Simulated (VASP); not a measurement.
Write the native input for VASP 6.6.1 that does the following.

* Task: single point
* Functional: PBEsol
* Potentials or basis: VASP PAW PBE potentials, release 64 (K_sv)
* Cutoff: 520 eV
* k mesh: 14 × 14 × 14
* Occupations: gaussian, width 0.15 eV
* Spin: no spin polarisation
* Dipole correction: no
* Further INCAR settings: ALGO = Fast; EDIFF = 1e-06; NBANDS = 10

The structure of K lies in POSCAR:

```
K
1.0
   -2.6703600000      2.6703600000      2.6180000000
    2.6703600000     -2.6703600000      2.6180000000
    2.5656400000      2.5656400000     -2.6180000000
K
1
Direct
    0.0000000000      0.0000000000      0.0000000000
```

This cell differs from its parent crystal: strain -0.0400 x Voigt [0, 0, 0, 0, 0, 1].

These files were run (other wordings do the same):

INCAR

```
  ALGO = Fast
  EDIFF = 1E-6
  ENCUT = 520
  GGA = PS
  ISIF = 2
  ISMEAR = 0
  LASPH = True
  LCHARG = False
  LREAL = False
  LWAVE = False
  NBANDS = 10
  NELM = 60
  PREC = Accurate
  SIGMA = 0.15
```

KPOINTS

```
k-points
0
Gamma
  14 14 14
```

Potentials or basis: VASP PAW PBE potentials, release 64 (K_sv).

Run with:

```sh
$ cat potpaw_PBE.64/K_sv/POTCAR > POTCAR
$ mpirun -np 1 vasp_std > vasp.out
```

Results of the run:

The pressure is 0.0 GPa.

Caveat: the cell differs from its parent crystal (strain -0.0400 x Voigt [0, 0, 0, 0, 0, 1]); the PAW data sets were made with another functional, which shifts forces and pressure a little.

It took 4.4 min on 1 thread of Intel Xeon 6975P-C (shared host), peak memory 0.42 GiB.
